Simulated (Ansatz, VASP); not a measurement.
# Two plane-wave programs on Ta

```
CELL_PARAMETERS angstrom
0.00000 3.00234 3.00234
3.00234 0.00000 3.00234
3.00234 3.00234 0.00000
ATOMIC_POSITIONS crystal
Ta 0.12500 0.12500 0.12500
Ta 0.87500 0.87500 0.87500
```

Alike in both runs: functional PBEsol; k mesh 9 × 9 × 9; occupations fermi-dirac, width 0.1 eV; no spin polarisation.

Ansatz relaxed the structure, and its values are those at the end. VASP's run is a single point on that final structure, the one shown.

|  | VASP | Ansatz |
| --- | --- | --- |
| version | VASP 6.6.1 | Ansatz 0.2.0 |
| potentials or method | VASP PAW PBE potentials, release 64 (Ta_pv), cutoff 520 eV | plane waves (420 eV) with PAW, scalar-relativistic |
| valence electrons in the cell | 22 | 26 |

|  | VASP | Ansatz | Ansatz less VASP |
| --- | --- | --- | --- |
| pressure (GPa) | 0.2 | 0.0 | -0.12 |

VASP's potentials were made for PBE, not for PBEsol, and Ansatz warns of the same on its side. With one functional, cell and mesh, what is left measures potentials, basis and numerics. VASP's potentials hold 22 valence electrons a cell and Ansatz's 26, so a difference there can come from the potentials and not from the codes.

Spin-orbit coupling is off throughout.
